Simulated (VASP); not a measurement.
Write the native input for VASP 6.6.1 that does the following.

```
Task                   : relaxation of cell and atoms
Functional             : LDA
Potentials or basis    : VASP PAW LDA potentials, release 64 (Mg, S)
Cutoff                 : 600 eV
k mesh                 : 8 × 8 × 8
Occupations            : gaussian, width 0.01 eV
Spin                   : no spin polarisation
Target pressure        : 2 GPa
Dipole correction      : no
Further INCAR settings : ALGO = Normal; EDIFF = 1e-07; IBRION = 2; EDIFFG = -0.002; NSW = 100; ISIF = 3
```

The structure of MgS lies in POSCAR:

```
MgS
1.0
    0.0000000000      2.5641819422      2.5641819422
    2.5641819422      0.0000000000      2.5641819422
    2.5641819422      2.5641819422      0.0000000000
Mg S
1 1
Direct
    0.0000000000      0.0000000000      0.0000000000
    0.5000000000      0.5000000000      0.5000000000
```

The input as run:

INCAR

```
ALGO = Normal ; EDIFF = 1E-7
EDIFFG = -0.002 ; ENCUT = 600
GGA = CA ; IBRION = 2
ISIF = 3 ; ISMEAR = 0
LASPH = T ; LCHARG = F
LREAL = F ; LWAVE = F
NELM = 80 ; NSW = 100
PREC = Accurate ; PSTRESS = 20.0
SIGMA = 0.01
```

KPOINTS

```
k-points
0
Gamma
  8 8 8
```

Potentials or basis: VASP PAW LDA potentials, release 64 (Mg, S).

Run with:

```sh
$ cat potpaw_LDA.64/Mg/POTCAR potpaw_LDA.64/S/POTCAR > POTCAR
$ mpirun -np 1 vasp_std > vasp.out
```

Results of the run:

* Relaxed volume: 16.38 Å³/atom
* Relaxed cell: a = 3.592 Å, b = 3.592 Å, c = 3.592 Å, α = 60.00°, β = 60.00°, γ = 60.00°
* Space group after relaxing (to 0.05 Å): Fm-3m (No. 225)
* Energy change on relaxing (the enthalpy is what falls): +2.1 meV/atom
* Ionic steps: 3
* Pressure after relaxing: 2.0 GPa
* Band gap on the k mesh: 2.71 eV, indirect (least direct gap 4.08 eV)

Caveat: the cell is relaxed towards a set pressure, so the enthalpy falls and the energy may rise.

It took 21 s on 1 thread of AMD EPYC 7R43 64-Core Processor (Zen 3) (shared host), peak memory 0.12 GiB.
